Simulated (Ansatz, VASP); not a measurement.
## Two plane-wave programs on SiO2

```
CELL_PARAMETERS angstrom
5.08349 0.00000 0.00000
0.00000 5.08349 0.00000
0.00000 0.00000 7.10180
ATOMIC_POSITIONS crystal
Si 0.29384 0.29384 0.00000
Si 0.20616 0.79384 0.25000
Si 0.70616 0.70616 0.50000
Si 0.79384 0.20616 0.75000
O 0.24119 0.09343 0.17419
O 0.40657 0.74119 0.42419
O 0.75881 0.90657 0.67419
O 0.59343 0.25881 0.92419
O 0.74119 0.40657 0.57581
O 0.90657 0.75881 0.32581
O 0.25881 0.59343 0.07581
O 0.09343 0.24119 0.82581
```

Alike in both runs: functional PBE; k mesh 6 × 6 × 4; no spin polarisation.

Ansatz relaxed the structure, and its values are those at the end. VASP's run is a single point on that final structure, the one shown.

|  | VASP | Ansatz |
| --- | --- | --- |
| version | VASP 6.6.1 | Ansatz 0.2.0 |
| potentials or method | VASP PAW PBE potentials, release 64 (Si, O), cutoff 520 eV | scalar-relativistic, plane waves, PAW |
| occupations | gaussian, width 0.01 eV | fixed |
| valence electrons in the cell | 64 | 64 |

Ansatz gave:

- gap on the k mesh at the Fermi level (eV): 5.51
- least direct gap on the mesh (eV): 5.51
- pressure (GPa): 0.0
- rms of the force components (eV/Å): 0.000

Problem. Estimate VASP's values.

Solution. gap on the k mesh at the Fermi level (eV): 5.51; least direct gap on the mesh (eV): 5.51; pressure (GPa): 0.1; rms of the force components (eV/Å): 0.008.
